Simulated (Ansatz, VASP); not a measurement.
# One calculation of Hf3Zr5Hg8, two programs

The input INCAR:

```
SYSTEM = Hf3Zr5Hg8
ALGO     = Normal         ! electronic algorithm
EDIFF    = 1E-7           ! SCF threshold, eV
ENCUT    = 520            ! plane-wave cutoff, eV
ISIF     = 2              ! what is computed and relaxed
ISMEAR   = 0              ! smearing method
LASPH    = .True.         ! aspherical terms in the spheres
LCHARG   = .False.        ! write CHGCAR
LREAL    = Auto         
LWAVE    = .False.        ! write WAVECAR
NBANDS   = 107            ! bands
NELM     = 100            ! most SCF steps
PREC     = Accurate       ! precision mode
SIGMA    = 0.05           ! smearing width, eV
```

File KPOINTS:

```
k-points
0
Gamma
  3 3 2
  0 0 0
```

Contents of POSCAR:

```
Hf3Zr5Hg8
1.0
    6.2940000000      0.0000000000      0.0000000000
    0.0000000000      6.2940000000      0.0000000000
    0.0000000000      0.0000000000      8.3400000000
Hg Hf Zr
8 3 5
Direct
    0.0000000000      0.0000000000      0.0000000000
    0.0000000000      0.0000000000      0.5000000000
    0.0000000000      0.5000000000      0.0000000000
    0.0000000000      0.5000000000      0.5000000000
    0.5000000000      0.0000000000      0.0000000000
    0.5000000000      0.0000000000      0.5000000000
    0.5000000000      0.5000000000      0.0000000000
    0.5000000000      0.5000000000      0.5000000000
    0.2500000000      0.2500000000      0.2500000000
    0.2500000000      0.2500000000      0.7500000000
    0.7500000000      0.2500000000      0.2500000000
    0.2500000000      0.7500000000      0.2500000000
    0.2500000000      0.7500000000      0.7500000000
    0.7500000000      0.2500000000      0.7500000000
    0.7500000000      0.7500000000      0.2500000000
    0.7500000000      0.7500000000      0.7500000000
```

Input for Ansatz:

```yaml
crystal:
  lattice:
    - [6.294, 0.0, 0.0]
    - [0.0, 6.294, 0.0]
    - [0.0, 0.0, 8.34]
  atoms:
    - { symbol: Hg, position: [0.0, 0.0, 0.0] }
    - { symbol: Hg, position: [0.0, 0.0, 0.5] }
    - { symbol: Hg, position: [0.0, 0.5, 0.0] }
    - { symbol: Hg, position: [0.0, 0.5, 0.5] }
    - { symbol: Hg, position: [0.5, 0.0, 0.0] }
    - { symbol: Hg, position: [0.5, 0.0, 0.5] }
    - { symbol: Hg, position: [0.5, 0.5, 0.0] }
    - { symbol: Hg, position: [0.5, 0.5, 0.5] }
    - { symbol: Hf, position: [0.25, 0.25, 0.25] }
    - { symbol: Hf, position: [0.25, 0.25, 0.75] }
    - { symbol: Zr, position: [0.25, 0.75, 0.25] }
    - { symbol: Zr, position: [0.25, 0.75, 0.75] }
    - { symbol: Hf, position: [0.75, 0.25, 0.25] }
    - { symbol: Zr, position: [0.75, 0.25, 0.75] }
    - { symbol: Zr, position: [0.75, 0.75, 0.25] }
    - { symbol: Zr, position: [0.75, 0.75, 0.75] }
kpoints:
  mp_grid:
    grid: [3, 3, 2]
hamiltonian:
  xc: lda
scf:
  occupations:
    method: gaussian
    width: 0.05
output:
  forces: true
  stress: true
```

Alike in both runs: task single point; functional LDA; k mesh 3 × 3 × 2; occupations gaussian, width 0.05 eV; no spin polarisation.

|  | VASP | Ansatz |
| --- | --- | --- |
| version | VASP 6.6.1 | Ansatz 0.2.0 |
| potentials or method | VASP PAW LDA potentials, release 64 (Hg, Hf_pv, Zr_sv) | plane waves, PAW |
| plane-wave cutoff (eV) | 520 | 420 |
| valence electrons in the cell | 186 | 298 |

|  | VASP | Ansatz | Ansatz less VASP |
| --- | --- | --- | --- |
| pressure (GPa) | -4.1 | -4.6 | -0.54 |
| rms of the force components (eV/Å) | 0.059 | 0.050 | -0.0091 |

LDA's correlation is that of Perdew and Zunger in VASP and of Perdew and Wang (1992) in Ansatz. VASP's potentials hold 186 valence electrons a cell and Ansatz's 298, so a difference there can come from the potentials and not from the codes.

The k mesh is coarse, so the values compare programs but aren't converged. Spin-orbit coupling is off throughout.
